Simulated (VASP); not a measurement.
# Bi (P6_3/mmc) in VASP: a series of runs, part 2 of 2

VASP 6.6.1. Earlier steps stand in the parts before.

## 3. Single point, PBE

This run uses another cell than the first one, of 21.56 Å³/atom, 1.133 times its volume.

INCAR reads:

```
  ALGO = Normal
  EDIFF = 1E-6
  ENCUT = 520
  GGA = PE
  ISIF = 2
  ISMEAR = -1
  LASPH = T
  LCHARG = F
  LREAL = F
  LWAVE = F
  NBANDS = 22
  NELM = 100
  PREC = Accurate
  SIGMA = 0.05
```

KPOINTS reads:

```
k-points
0
Gamma
  14 14 8
```

POSCAR reads:

```
Bi
1.0
    3.1291587369      0.0000000000      0.0000000000
   -1.5645793684      2.7099309586      0.0000000000
    0.0000000000      0.0000000000      5.0845569652
Bi
2
Direct
    0.3333333333      0.6666666667      0.2500000000
    0.6666666667      0.3333333333      0.7500000000
```

Potentials or basis: VASP PAW PBE potentials, release 64 (Bi_d).

Command:

```bash
cat potpaw_PBE.64/Bi_d/POTCAR > POTCAR
mpirun -np 1 vasp_std > vasp.out
```

OUTCAR:

```text
EDIFF = 1E-6
   ENCUT = 520
   GGA = PE
   ISIF = 2
   ISMEAR = -1
   LASPH = T
   LREAL = F
   NELM = 100
   PREC = Accurate

 ion  position               nearest neighbor table
   1  0.333  0.667  0.250-   2 3.12   2 3.12   2 3.12   2 3.12   2 3.12   2 3.12
   2  0.667  0.333  0.750-   1 3.12   1 3.12   1 3.12   1 3.12   1 3.12   1 3.12

  LATTYP: Found a hexagonal cell.
 ALAT       =     3.1291587369
 C/A-ratio  =     1.6248958243

  Lattice vectors:

 A1 = (   3.1291587369,   0.0000000000,   0.0000000000)
 A2 = (  -1.5645793684,   2.7099309586,   0.0000000000)
 A3 = (   0.0000000000,   0.0000000000,   5.0845569652)

Analysis of symmetry for initial positions (statically):
=====================================================================
 Subroutine PRICEL returns:
 Original cell was already a primitive cell.

 Routine SETGRP: Setting up the symmetry group for a
 hexagonal supercell.

 Subroutine GETGRP returns: Found 24 space group operations
 (whereof 12 operations were pure point group operations)
 out of a pool of 24 trial point group operations.

The static configuration has the point symmetry D_3d.
 The point group associated with its full space group is D_6h.

Analysis of symmetry for dynamics (positions and initial velocities):
=====================================================================
 Subroutine PRICEL returns:
 Original cell was already a primitive cell.

 Routine SETGRP: Setting up the symmetry group for a
 hexagonal supercell.

 Subroutine GETGRP returns: Found 24 space group operations
 (whereof 12 operations were pure point group operations)
 out of a pool of 24 trial point group operations.

The dynamic configuration has the point symmetry D_3d.
 The point group associated with its full space group is D_6h.

 Subroutine INISYM returns: Found 24 space group operations
 (whereof 12 operations are pure point group operations),
 and found     1 'primitive' translations

----------------------------------------------------------------------------------------

                                     Primitive cell

  volume of cell :      43.1160

  direct lattice vectors                    reciprocal lattice vectors
     3.129158737  0.000000000  0.000000000     0.319574711  0.184506546  0.000000000
    -1.564579368  2.709930959  0.000000000     0.000000000  0.369013091  0.000000000
     0.000000000  0.000000000  5.084556965     0.000000000  0.000000000  0.196673969

  length of vectors
     3.129158737  3.129158737  5.084556965     0.369013091  0.369013091  0.196673969

  position of ions in fractional coordinates (direct lattice)
     0.333333333  0.666666667  0.250000000
     0.666666667  0.333333333  0.750000000

  ion indices of the primitive-cell ions
   primitive index   ion index
                 1           1
                 2           2

----------------------------------------------------------------------------------------

 KPOINTS: k-points

Automatic generation of k-mesh.
 Grid dimensions read from file:
 generate k-points for:   14   14    8

 Generating k-lattice:

  Cartesian coordinates                     Fractional coordinates (reciprocal lattice)
     0.022826765  0.013179039  0.000000000     0.071428571  0.000000000  0.000000000
     0.000000000  0.026358078  0.000000000     0.000000000  0.071428571  0.000000000
     0.000000000  0.000000000  0.024584246     0.000000000  0.000000000  0.125000000

  Length of vectors
     0.026358078  0.026358078  0.024584246

  Shift w.r.t. Gamma in fractional coordinates (k-lattice)
     0.000000000  0.000000000  0.000000000

 Subroutine IBZKPT returns following result:
 ===========================================

 Found    120 irreducible k-points:

 Following reciprocal coordinates:
            Coordinates               Weight
  0.000000  0.000000  0.000000      1.000000
  0.071429  0.000000  0.000000      6.000000
  0.142857  0.000000  0.000000      6.000000
  0.214286  0.000000  0.000000      6.000000
  0.285714  0.000000  0.000000      6.000000
  0.357143  0.000000  0.000000      6.000000
[... 16 lines left out ...]
  0.285714  0.285714  0.000000      6.000000
  0.357143  0.285714  0.000000      6.000000
 [... further k-points ...]
   k-points           NKPTS =    120   k-points in BZ     NKDIM =    120   number of bands    NBANDS=     22
   number of dos      NEDOS =    301   number of ions     NIONS =      2
   total plane-waves  NPLWV =  23040
   dimension x,y,z NGX =    24 NGY =   24 NGZ =   40
   dimension x,y,z NGXF=    48 NGYF=   48 NGZF=   80
   ions per type =               2
   NGX,Y,Z   is equivalent  to a cutoff of  12.75, 12.75, 13.08 a.u.
   NGXF,Y,Z  is equivalent  to a cutoff of  25.50, 25.50, 26.16 a.u.
 SYSTEM =  unknown system
   PREC   = accura    normal or accurate (medium, high low for compatibility)
   ISTART =      0    job   : 0-new  1-cont  2-samecut
   ICHARG =      2    charge: 1-file 2-atom 10-const
   ISPIN  =      1    spin polarized calculation?
   LNONCOLLINEAR =      F non collinear calculations
   LSORBIT =      F    spin-orbit coupling
   LASPH  =      T    aspherical Exc in radial PAW
   ENCUT  =  520.0 eV  38.22 Ry    6.18 a.u.   5.82  5.82  9.45*2*pi/ulx,y,z
   NELM   =    100;   NELMIN=  2; NELMDL= -5     # of ELM steps
   EDIFF  = 0.1E-05   stopping-criterion for ELM
   LREAL  =      F    real-space projection
   EDIFFG = 0.1E-04   stopping-criterion for IOM
   NSW    =      0    number of steps for IOM
   IBRION =     -1    ionic relax: 0-MD 1-quasi-New 2-CG
   NFREE  =      0    steps in history (QN), initial steepest desc. (CG)
   ISIF   =      2    stress and relaxation
   ISYM   =      2    0-nonsym 1-usesym 2-fastsym
   POTIM  = 0.5000    time-step for ionic-motion
   TEBEG  =    0.0;   TEEND  =   0.0 temperature during run
   PSTRESS=    0.0 pullay stress
   NELECT =      30.0000    total number of electrons
   NUPDOWN=      -1.0000    fix difference up-down
   EMIN   =  10.00;   EMAX   =-10.00  energy-range for DOS
   EFERMI =   0.00;   METHOD = LEGACY
   ISMEAR =    -1;   SIGMA  =   0.05  broadening in eV -4-tet -1-fermi 0-gaus
   EFERMI_NEDOS =   21; number of points for ismear=-14 and -15
   IALGO  =     38    algorithm
   IMIX   =      4    mixing-type and parameters
     AMIX     =   0.40;   BMIX     =  1.00
     AMIX_MAG =   1.60;   BMIX_MAG =  1.00
  volume/ion in A,a.u.               =      21.56       145.48
  Fermi-wavevector in a.u.,A,eV,Ry     =   1.450671  2.741371 28.632732  2.104446
  Thomas-Fermi vector in A             =   2.568256
   LORBIT       =      0    0 simple, 1 ext, 2 COOP (PROOUT), +10 PAW based schemes
   GGA     = PE    functional components
   LHFCALC =     F    Hartree Fock is set to
   AEXX    =    0.0000 exact exchange contribution
   IVDW    =     0    specifies the selected vdW correction
   LEPSILON=     F    determine dielectric tensor
   LRPA    =     F    only Hartree local field effects (RPA)
 non-spin polarized calculation
  energy-cutoff  :      520.00
  volume of cell :       43.12
 maximum number of plane-waves:      1182
 NGX is ok and might be reduce to    24

 number of electron      30.0000011 magnetization

 Free energy of the ion-electron system (eV)
  ---------------------------------------------------
  ext. energy  EPLUGINS =         0.00000000
  ---------------------------------------------------
  free energy    TOTEN  =        -5.34085343 eV

  energy without entropy =       -5.33056177  energy(sigma->0) =       -5.33570760

 E-fermi :  13.5433     XC(G=0): -12.1724

 val. band max:       13.5382809805   @ k =   0.1429   0.0714   0.1250
 cond. band min:      13.5583931063   @ k =   0.3571   0.2143   0.1250
 fundamental gap:      0.0201121258
 Fermi energy:        13.5432746705

 k-point     1 :       0.0000    0.0000    0.0000
  band No.  band energies     occupation
      1     -10.2139      2.00000
      2     -10.1531      2.00000
      3     -10.1039      2.00000
      4     -10.1039      2.00000
      5     -10.0675      2.00000
      6     -10.0675      2.00000
[... 14 lines left out ...]
     21      24.4300      0.00000
     22      26.4970      0.00000

 k-point     2 :       0.0714    0.0000    0.0000
  band No.  band energies     occupation
      1     -10.2064      2.00000
      2     -10.1571      2.00000
      3     -10.0916      2.00000
      4     -10.0839      2.00000
      5     -10.0647      2.00000
      6     -10.0482      2.00000
[... 542 lines left out ...]
 k-point    24 :       0.3571    0.2857    0.0000
  band No.  band energies     occupation
      1     -10.2978      2.00000
      2     -10.1069      2.00000
      3     -10.0493      2.00000
      4     -10.0404      2.00000
      5     -10.0053      2.00000
      6      -9.9304      2.00000
[... 14 lines left out ...]
     21      27.8137      0.00000
     22      28.3183      0.00000

 [... further k-points ...]
[... 5 lines left out ...]
  --------------------------------------------------------------------------------------
  -------------------------------------------------------------------------------------
  Total       13.1796549     13.1796549     13.1248285      0.0000000      0.0000000      0.0000000
  in kB      489.7513943    489.7513943    487.7140675      0.0000000      0.0000000      0.0000000
  external PRESSURE =     489.0722854 kB  Pullay stress =       0.0000000 kB

 VOLUME and BASIS-vectors are now :
 -----------------------------------------------------------------------------
  energy-cutoff  :      520.00
  volume of cell :       43.12
      direct lattice vectors                 reciprocal lattice vectors
     3.129158737  0.000000000  0.000000000     0.319574711  0.184506546  0.000000000
    -1.564579368  2.709930959  0.000000000     0.000000000  0.369013091  0.000000000
     0.000000000  0.000000000  5.084556965     0.000000000  0.000000000  0.196673969

 POSITION                                       TOTAL-FORCE (eV/Angst)
 -----------------------------------------------------------------------------------
     -0.00000      1.80662      1.27114         0.000000     -0.000000      0.000000
      1.56458      0.90331      3.81342        -0.000000      0.000000      0.000000
 -----------------------------------------------------------------------------------
    total drift:                                0.000000     -0.000000      0.000000

  FREE ENERGIE OF THE ION-ELECTRON SYSTEM (eV)
  ---------------------------------------------------
  free  energy   TOTEN  =        -5.3408534295 eV

  energy  without entropy=       -5.3305617738  energy(sigma->0) =       -5.33570760
```

Wall time 70 s (1 thread of AMD EPYC 9R45 (Zen 5), shared host); peak memory 0.18 GiB.

What came out:

```yaml
Free_energy: -5.3409 eV
Pressure: 48.9 GPa
Band_gap_on_the_k_mesh: zero (band 15 reaches 19.71 eV, above the bottom of band 16 at 9.52 eV)
```

Levels at points of the mesh, in eV from the Fermi level:
```tsv
k point	band 13	band 14	band 15	band 16	band 17	band 18
(0.00, 0.00, 0.00)	-7.97	5.00	5.00	7.53	7.53	7.90
(0.50, 0.00, 0.00)	-5.70	-4.19	-3.13	-0.22	0.14	5.07
(0.00, 0.00, 0.50)	-0.98	-0.98	6.17	6.17	6.17	6.17
(0.50, 0.00, 0.50)	-7.28	-7.28	2.03	2.03	2.47	2.47
```

Caveat: spin-orbit coupling is left out, which moves the levels of the heavy elements.

## 4. Single point, PBE

INCAR reads:

```
SYSTEM = Bi
PREC = Accurate
ENCUT = 520
EDIFF = 1E-7
ISMEAR = -1
SIGMA = 0.05
LREAL = .FALSE.
LASPH = .TRUE.
NELM = 60
ALGO = Normal
ISIF = 2
LWAVE = .FALSE.
LCHARG = .FALSE.
GGA = PE
NBANDS = 22
```

KPOINTS reads:

```
Automatic mesh
0
G
  14 14 8
  0 0 0
```

POSCAR is that of step 3.

Command:

```bash
cat potpaw_PBE.64/Bi_d/POTCAR > POTCAR
mpirun -np 1 vasp_std > vasp.out
```

It took 1.7 min on 1 thread of AMD EPYC 9R45 (Zen 5), shared host; peak memory 0.18 GiB.

It converged, with:

* Free energy: -5.3409 eV
* Pressure: 48.9 GPa
* Band gap on the k mesh: zero (band 15 reaches 19.71 eV, above the bottom of band 16 at 9.52 eV)

Stress tensor (GPa, compression positive):
```
49.00  0.00  0.00
 0.00 49.00  0.00
 0.00  0.00 48.79
```

Levels at points of the mesh, in eV from the Fermi level:
```csv
k point,band 11,band 12,band 13,band 14,band 15,band 16,band 17,band 18,band 19,band 20
"(0.00, 0.00, 0.00)",-16.95,-11.58,-7.97,5.00,5.00,7.53,7.53,7.90,8.03,8.40
"(0.50, 0.00, 0.00)",-12.04,-10.49,-5.70,-4.19,-3.13,-0.22,0.14,5.07,5.22,7.34
"(0.00, 0.00, 0.50)",-15.30,-15.30,-0.98,-0.98,6.17,6.17,6.17,6.17,8.12,8.12
"(0.50, 0.00, 0.50)",-10.82,-10.82,-7.28,-7.28,2.03,2.03,2.47,2.47,5.98,5.98
```

Caveat: spin-orbit coupling is left out, which moves the levels of the heavy elements.

## 5. Single point, PBE

This run uses another cell than the first one, of 24.09 Å³/atom, 1.267 times its volume.

INCAR reads:

```
SYSTEM = Bi
ALGO = Normal ; EDIFF = 1E-6
ENCUT = 520 ; GGA = PE
ISIF = 2 ; ISMEAR = -1
LASPH = .True. ; LCHARG = .False.
LREAL = .False. ; LWAVE = .False.
NBANDS = 22 ; NELM = 80
PREC = Accurate ; SIGMA = 0.05
```

KPOINTS reads:

```
k-points
0
Gamma
  14 14 8
  0 0 0
```

POSCAR reads:

```
Bi
1.0
    3.2475940849      0.0000000000      0.0000000000
   -1.6237970424      2.8124989787      0.0000000000
    0.0000000000      0.0000000000      5.2758143272
Bi
2
Direct
    0.3333333333      0.6666666667      0.2500000000
    0.6666666667      0.3333333333      0.7500000000
```

Potentials or basis: VASP PAW PBE potentials, release 64 (Bi_d).

Command:

```bash
cat potpaw_PBE.64/Bi_d/POTCAR > POTCAR
mpirun -np 1 vasp_std > vasp.out
```

OUTCAR:

```text
SYSTEM = Bi
   EDIFF = 1E-6
   ENCUT = 520
   GGA = PE
   ISIF = 2
   ISMEAR = -1
   LASPH = .True.
   LREAL = .False.
   NELM = 80
   PREC = Accurate

 ion  position               nearest neighbor table
   1  0.333  0.667  0.250-   2 3.24   2 3.24   2 3.24   2 3.24   2 3.24   2 3.24
   2  0.667  0.333  0.750-   1 3.24   1 3.24   1 3.24   1 3.24   1 3.24   1 3.24

  LATTYP: Found a hexagonal cell.
 ALAT       =     3.2475940849
 C/A-ratio  =     1.6245300950

  Lattice vectors:

 A1 = (   3.2475940849,   0.0000000000,   0.0000000000)
 A2 = (  -1.6237970424,   2.8124989787,   0.0000000000)
 A3 = (   0.0000000000,   0.0000000000,   5.2758143272)

Analysis of symmetry for initial positions (statically):
=====================================================================
 Subroutine PRICEL returns:
 Original cell was already a primitive cell.

 Routine SETGRP: Setting up the symmetry group for a
 hexagonal supercell.

 Subroutine GETGRP returns: Found 24 space group operations
 (whereof 12 operations were pure point group operations)
 out of a pool of 24 trial point group operations.

The static configuration has the point symmetry D_3d.
 The point group associated with its full space group is D_6h.

Analysis of symmetry for dynamics (positions and initial velocities):
=====================================================================
 Subroutine PRICEL returns:
 Original cell was already a primitive cell.

 Routine SETGRP: Setting up the symmetry group for a
 hexagonal supercell.

 Subroutine GETGRP returns: Found 24 space group operations
 (whereof 12 operations were pure point group operations)
 out of a pool of 24 trial point group operations.

The dynamic configuration has the point symmetry D_3d.
 The point group associated with its full space group is D_6h.

 Subroutine INISYM returns: Found 24 space group operations
[... 104 lines left out ...]
   ISYM   =      2    0-nonsym 1-usesym 2-fastsym
   POTIM  = 0.5000    time-step for ionic-motion
   TEBEG  =    0.0;   TEEND  =   0.0 temperature during run
   PSTRESS=    0.0 pullay stress
   NELECT =      30.0000    total number of electrons
   NUPDOWN=      -1.0000    fix difference up-down
   EMIN   =  10.00;   EMAX   =-10.00  energy-range for DOS
   EFERMI =   0.00;   METHOD = LEGACY
   ISMEAR =    -1;   SIGMA  =   0.05  broadening in eV -4-tet -1-fermi 0-gaus
   EFERMI_NEDOS =   21; number of points for ismear=-14 and -15
   IALGO  =     38    algorithm
   IMIX   =      4    mixing-type and parameters
     AMIX     =   0.40;   BMIX     =  1.00
     AMIX_MAG =   1.60;   BMIX_MAG =  1.00
  volume/ion in A,a.u.               =      24.09       162.60
  Fermi-wavevector in a.u.,A,eV,Ry     =   1.397872  2.641595 26.586408  1.954046
  Thomas-Fermi vector in A             =   2.521086
   LORBIT       =      0    0 simple, 1 ext, 2 COOP (PROOUT), +10 PAW based schemes
   GGA     = PE    functional components
   LHFCALC =     F    Hartree Fock is set to
   AEXX    =    0.0000 exact exchange contribution
   IVDW    =     0    specifies the selected vdW correction
   LEPSILON=     F    determine dielectric tensor
   LRPA    =     F    only Hartree local field effects (RPA)
 non-spin polarized calculation
  energy-cutoff  :      520.00
  volume of cell :       48.19
 maximum number of plane-waves:      1318
   NGX = 13   NGY = 13   NGZ = 19

 number of electron      29.9999994 magnetization

 Free energy of the ion-electron system (eV)
  ---------------------------------------------------
  ext. energy  EPLUGINS =         0.00000000
  ---------------------------------------------------
  free energy    TOTEN  =        -6.51264840 eV

  energy without entropy =       -6.50196427  energy(sigma->0) =       -6.50730633

 E-fermi :  11.6493     XC(G=0): -11.5754

 val. band max:       11.6421281009   @ k =   0.3571   0.0714   0.1250
 cond. band min:      11.6840103170   @ k =   0.3571   0.2143   0.1250
 fundamental gap:      0.0418822161
 Fermi energy:        11.6493115557

 k-point     1 :       0.0000    0.0000    0.0000
  band No.  band energies     occupation
      1     -11.8063      2.00000
      2     -11.7834      2.00000
      3     -11.7432      2.00000
      4     -11.7432      2.00000
      5     -11.7191      2.00000
      6     -11.7191      2.00000
[... 589 lines left out ...]
     21      25.6227      0.00000
     22      25.8280      0.00000

 [... further k-points ...]
[... 5 lines left out ...]
  --------------------------------------------------------------------------------------
  -------------------------------------------------------------------------------------
  Total        8.0753113      8.0753113      8.0602224      0.0000000     -0.0000000      0.0000000
  in kB      268.4888403    268.4888403    267.9871610      0.0000000     -0.0000000      0.0000000
  external PRESSURE =     268.3216139 kB  Pullay stress =       0.0000000 kB

 VOLUME and BASIS-vectors are now :
 -----------------------------------------------------------------------------
  energy-cutoff  :      520.00
  volume of cell :       48.19
      direct lattice vectors                 reciprocal lattice vectors
     3.247594085  0.000000000  0.000000000     0.307920255  0.177777842  0.000000000
    -1.623797042  2.812498979  0.000000000     0.000000000  0.355555685  0.000000000
     0.000000000  0.000000000  5.275814327     0.000000000  0.000000000  0.189544199

 POSITION                                       TOTAL-FORCE (eV/Angst)
 -----------------------------------------------------------------------------------
     -0.00000      1.87500      1.31895        -0.000000      0.000000      0.000000
      1.62380      0.93750      3.95686         0.000000     -0.000000      0.000000
 -----------------------------------------------------------------------------------
    total drift:                                0.000000     -0.000000      0.000000

  FREE ENERGIE OF THE ION-ELECTRON SYSTEM (eV)
  ---------------------------------------------------
  free  energy   TOTEN  =        -6.5126483967 eV

  energy  without entropy=       -6.5019642695  energy(sigma->0) =       -6.50730633
```

Run time: 92 s. Hardware: 1 thread of AMD EPYC 9R45 (Zen 5), shared host; peak memory 0.19 GiB.

Results:

```yaml
Free_energy: -6.5126 eV
Pressure: 26.8 GPa
Band_gap_on_the_k_mesh: zero (band 15 reaches 17.14 eV, above the bottom of band 16 at 8.10 eV)
```

Caveat: spin-orbit coupling is left out, which moves the levels of the heavy elements.

## 6. The runs side by side

```csv
cell,gap on the mesh (eV),pressure (GPa)
"a = 3.002, b = 3.002, c = 4.874 Å, angles 90.0, 90.0, 120.0°, 2 atoms",none,87.3
"a = 3.129, b = 3.129, c = 5.085 Å, angles 90.0, 90.0, 120.0°, 2 atoms",none,48.9
"a = 3.248, b = 3.248, c = 5.276 Å, angles 90.0, 90.0, 120.0°, 2 atoms",none,26.8
```

Alike in all rows: task single point; level PBE; potentials or basis VASP PAW PBE potentials, release 64 (Bi_d); no spin polarisation; k mesh 14 × 14 × 8; cutoff (eV) 520; smearing fermi-dirac 0.05 eV.

Caveats: spin-orbit coupling is left out, which moves the levels of the heavy elements.

Absolute energies hang on the potentials; compare differences alone.
